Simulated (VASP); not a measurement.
# Zn (Im-3m) in VASP: settings compared, part 2 of 2

VASP 6.6.1.

## 5. Single point, LDA (volume scaled by 1.04)

INCAR reads:

```
SYSTEM = Zn
ALGO     = Normal         ! electronic algorithm
EDIFF    = 1E-6           ! SCF threshold, eV
ENCUT    = 520            ! plane-wave cutoff, eV
ISIF     = 2              ! what is computed and relaxed
ISMEAR   = -1             ! smearing method
LASPH    = .TRUE.         ! aspherical terms in the spheres
LCHARG   = .FALSE.        ! write CHGCAR
LREAL    = .FALSE.        ! projectors in reciprocal space
LWAVE    = .FALSE.        ! write WAVECAR
NBANDS   = 12             ! bands
NELM     = 60             ! most SCF steps
PREC     = Accurate       ! precision mode
SIGMA    = 0.05           ! smearing width, eV
```

KPOINTS reads:

```
k-points
0
G
  12 12 12
  0 0 0
```

POSCAR reads:

```
Zn
1.0
   -1.5896845915      1.5896845915      1.5896845915
    1.5896845915     -1.5896845915      1.5896845915
    1.5896845915      1.5896845915     -1.5896845915
Zn
1
Direct
    0.0000000000      0.0000000000      0.0000000000
```

On the command line:

```sh
cat potpaw_LDA.64/Zn/POTCAR > POTCAR
mpirun -np 1 vasp_std > vasp.out
```

Wall time 13 s (1 thread of Intel Xeon 8259CL, shared host); peak memory 0.12 GiB.

The run converged. Its results:

```yaml
Free_energy: -1.6899 eV
Pressure: -9.4 GPa
Band_gap_on_the_k_mesh: zero (band 6 reaches 6.64 eV, above the bottom of band 7 at 1.45 eV)
```

Levels at points of the mesh, in eV from the Fermi level:
| k point | band 2 | band 3 | band 4 | band 5 | band 6 | band 7 | band 8 | band 9 | band 10 | band 11 |
| --- | --- | --- | --- | --- | --- | --- | --- | --- | --- | --- |
| (0.00, 0.00, 0.00) | -7.66 | -7.66 | -7.66 | -7.19 | -7.19 | 18.16 | 18.16 | 18.16 | 20.57 | 20.57 |
| (0.50, 0.00, 0.00) | -7.93 | -7.21 | -7.16 | -6.88 | -2.39 | -1.06 | 10.88 | 12.44 | 15.08 | 16.31 |
| (0.50, 0.50, 0.50) | -8.15 | -6.95 | -6.95 | -6.95 | 4.13 | 4.13 | 4.13 | 6.88 | 8.59 | 8.59 |

Caveat: the cell differs from its parent crystal (volume scaled by 1.04).

## 6. Single point, PBEsol

This run uses another cell than the first one, of 15.76 Å³/atom, 1.062 times its volume.

INCAR reads:

```
PREC = Accurate
ENCUT = 520
EDIFF = 1E-6
ISMEAR = -1
SIGMA = 0.05
LREAL = F
LASPH = T
NELM = 60
ALGO = Normal
ISIF = 2
LWAVE = F
LCHARG = T
GGA = PS
LELF = T
LVHAR = T
NBANDS = 12
```

KPOINTS reads:

```
regular mesh
0
Gamma
  12 12 12
```

POSCAR reads:

```
Zn
1.0
   -1.5794282763      1.5794282763      1.5794282763
    1.5794282763     -1.5794282763      1.5794282763
    1.5794282763      1.5794282763     -1.5794282763
Zn
1
Direct
    0.0000000000      0.0000000000      0.0000000000
```

Potentials or basis: VASP PAW PBE potentials, release 64 (Zn).

On the command line:

```sh
cat potpaw_PBE.64/Zn/POTCAR > POTCAR
mpirun -np 1 vasp_std > vasp.out
```

OUTCAR:

```text
PREC = Accurate
   ENCUT = 520
   EDIFF = 1E-6
   ISMEAR = -1
   LREAL = F
   LASPH = T
   NELM = 60
   ISIF = 2
   GGA = PS

 ion  position               nearest neighbor table
   1  0.000  0.000  0.000-

  LATTYP: Found a body centered cubic cell.
 ALAT       =     3.1588565526

  Lattice vectors:

 A1 = (  -1.5794282763,   1.5794282763,   1.5794282763)
 A2 = (   1.5794282763,  -1.5794282763,   1.5794282763)
 A3 = (   1.5794282763,   1.5794282763,  -1.5794282763)

Analysis of symmetry for initial positions (statically):
=====================================================================
 Subroutine PRICEL returns:
 Original cell was already a primitive cell.

 Routine SETGRP: Setting up the symmetry group for a
 body centered cubic supercell.

 Subroutine GETGRP returns: Found 48 space group operations
 (whereof 48 operations were pure point group operations)
 out of a pool of 48 trial point group operations.

The static configuration has the point symmetry O_h .

Analysis of symmetry for dynamics (positions and initial velocities):
=====================================================================
 Subroutine PRICEL returns:
[... 159 lines left out ...]
 Fermi energy:         2.7279569808

 k-point     1 :       0.0000    0.0000    0.0000
  band No.  band energies     occupation
      1      -7.4163      2.00000
      2      -4.8912      2.00000
      3      -4.8912      2.00000
      4      -4.8912      2.00000
      5      -4.4068      2.00000
      6      -4.4068      2.00000
      7      21.3833      0.00000
      8      21.3833      0.00000
      9      21.3833      0.00000
     10      23.3247      0.00000
     11      23.3247      0.00000
     12      23.3247      0.00000
[... 331 lines left out ...]
 k-point    24 :       0.4167    0.0833    0.0833
  band No.  band energies     occupation
      1      -5.3806      2.00000
      2      -5.1754      2.00000
      3      -4.4173      2.00000
      4      -4.3746      2.00000
      5      -4.3090      2.00000
      6       0.8643      2.00000
      7       2.0195      2.00000
      8      11.1394      0.00000
      9      11.8933      0.00000
     10      21.9953      0.00000
     11      22.7111      0.00000
     12      30.5180      0.00000

 [... further k-points ...]
[... 5 lines left out ...]
  --------------------------------------------------------------------------------------
  -------------------------------------------------------------------------------------
  Total       -0.5692121     -0.5692121     -0.5692121     -0.0000000      0.0000000     -0.0000000
  in kB      -57.8662007    -57.8662007    -57.8662007     -0.0000000      0.0000000     -0.0000000
  external PRESSURE =     -57.8662007 kB  Pullay stress =       0.0000000 kB

 VOLUME and BASIS-vectors are now :
 -----------------------------------------------------------------------------
  energy-cutoff  :      520.00
  volume of cell :       15.76
      direct lattice vectors                 reciprocal lattice vectors
    -1.579428276  1.579428276  1.579428276     0.000000000  0.316570247  0.316570247
     1.579428276 -1.579428276  1.579428276     0.316570247  0.000000000  0.316570247
     1.579428276  1.579428276 -1.579428276     0.316570247  0.316570247  0.000000000

 POSITION                                       TOTAL-FORCE (eV/Angst)
 -----------------------------------------------------------------------------------
      0.00000      0.00000      0.00000        -0.000000     -0.000000      0.000000
 -----------------------------------------------------------------------------------
    total drift:                                0.000000     -0.000000      0.000000

  FREE ENERGIE OF THE ION-ELECTRON SYSTEM (eV)
  ---------------------------------------------------
  free  energy   TOTEN  =        -1.4592113845 eV

  energy  without entropy=       -1.4557945519  energy(sigma->0) =       -1.45750297
```

OSZICAR:

```text
N       E                     dE             d eps       ncg     rms          rms(c)
DAV:   1     0.426322215637E+02    0.42632E+02   -0.65939E+03  1760   0.156E+03
DAV:   2    -0.294908463696E+00   -0.42927E+02   -0.40664E+02  1800   0.216E+02
DAV:   3    -0.158158024478E+01   -0.12867E+01   -0.12845E+01  1988   0.375E+01
DAV:   4    -0.158439266690E+01   -0.28124E-02   -0.28123E-02  1948   0.173E+00
DAV:   5    -0.158439496826E+01   -0.23014E-05   -0.23015E-05  1928   0.476E-02    0.268E+00
DAV:   6    -0.146827908580E+01    0.11612E+00   -0.63432E-01  1980   0.160E+01    0.205E+00
DAV:   7    -0.146207943321E+01    0.61997E-02   -0.12502E-02  1920   0.219E+00    0.104E+00
DAV:   8    -0.145921677554E+01    0.28627E-02   -0.11286E-03  2252   0.458E-01    0.317E-02
DAV:   9    -0.145921165013E+01    0.51254E-05   -0.96466E-05  2660   0.154E-01    0.230E-02
DAV:  10    -0.145921138446E+01    0.26567E-06   -0.77178E-06  1856   0.470E-02
   1 F= -.14592114E+01 E0= -.14575030E+01  d E =-.341683E-02
```

Wall time 14 s (1 thread of Intel Xeon 8259CL, shared host); peak memory 0.13 GiB.

What came out:

| Item | Value |
| --- | --- |
| Free energy | -1.4592 eV |
| Pressure | -5.8 GPa |
| Band gap on the k mesh | zero (band 6 reaches 6.90 eV, above the bottom of band 7 at 1.74 eV) |

Levels at points of the mesh, in eV from the Fermi level:
```tsv
k point	band 3	band 4	band 5	band 6	band 7	band 8	band 9	band 10
(0.00, 0.00, 0.00)	-7.62	-7.62	-7.13	-7.13	18.66	18.66	18.66	20.60
(0.50, 0.00, 0.00)	-7.16	-7.10	-6.82	-2.53	-0.99	11.13	12.56	15.13
(0.50, 0.50, 0.50)	-6.89	-6.89	-6.89	4.17	4.17	4.17	7.25	8.52
```

Caveat: the PAW data sets were made with another functional, which shifts forces and pressure a little.

## 7. Summary

| level | potentials or basis | cell | gap on the mesh (eV) | pressure (GPa) |
| --- | --- | --- | --- | --- |
| PBEsol | VASP PAW PBE potentials, release 64 (Zn) | a = 2.681 Å, angles 109.5°, 1 atom | none | -2.5 |
| LDA | VASP PAW LDA potentials, release 64 (Zn) | a = 2.718 Å, angles 109.5°, 1 atom | none | -7.9 |
| LDA | VASP PAW LDA potentials, release 64 (Zn) | a = 2.736 Å, angles 109.5°, 1 atom | none | -8.8 |
| LDA | VASP PAW LDA potentials, release 64 (Zn) | a = 2.753 Å, angles 109.5°, 1 atom | none | -9.4 |
| PBEsol | VASP PAW PBE potentials, release 64 (Zn) | a = 2.736 Å, angles 109.5°, 1 atom | none | -5.8 |

Alike in all rows: task single point; no spin polarisation; k mesh 12 × 12 × 12; cutoff (eV) 520; smearing fermi-dirac 0.05 eV.

Caveats: the PAW data sets were made with another functional, which shifts forces and pressure a little (some runs).

Absolute energies hang on the potentials; compare differences alone.
